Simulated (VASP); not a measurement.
Write the native input for VASP 6.6.1 that does the following.

- Task: single point
- Functional: PBEsol
- Potentials or basis: VASP PAW PBE potentials, release 64 (Zn, S)
- Cutoff: 520 eV
- k mesh: 9 × 9 × 6
- Occupations: gaussian, width 0.05 eV
- Spin: no spin polarisation
- Dipole correction: no
- Further INCAR settings: ALGO = Normal; EDIFF = 1e-06; NBANDS = 26

The structure of ZnS lies in POSCAR:

```
ZnS
1.0
    3.5511457534      0.0000000000      0.0000000000
   -1.7755728767      3.0753824350      0.0000000000
    0.0000000000      0.0000000000      6.1953288814
Zn S
2 2
Direct
    0.3333333333      0.6666666667      0.0054424479
    0.6666666667      0.3333333333      0.5054424479
    0.3333333333      0.6666666667      0.3795575521
    0.6666666667      0.3333333333      0.8795575521
```

This cell differs from its parent crystal: volume 16.915 Å^3 an atom, c/a of the conventional cell 1.7446.

These files were run (other wordings do the same):

INCAR

```
ALGO = Normal ; EDIFF = 1E-6
ENCUT = 520 ; GGA = PS
ISIF = 2 ; ISMEAR = 0
LASPH = T ; LCHARG = F
LREAL = F ; LWAVE = F
NBANDS = 26 ; NELM = 80
PREC = Accurate ; SIGMA = 0.05
```

KPOINTS

```
k-points
0
Gamma
  9 9 6
```

Potentials or basis: VASP PAW PBE potentials, release 64 (Zn, S).

Run with:

```console
$ cat potpaw_PBE.64/Zn/POTCAR potpaw_PBE.64/S/POTCAR > POTCAR
$ mpirun -np 1 vasp_std > vasp.out
```

It gave:

```
Pressure               : 14.2 GPa
Largest force          : 0.740 eV/Å
Band gap on the k mesh : 2.45 eV, direct
```

Caveat: the PAW data sets were made with another functional, which shifts forces and pressure a little.

It took 100 s on 1 thread of Intel Xeon 6975P-C, on a shared host, peak memory 0.22 GiB.
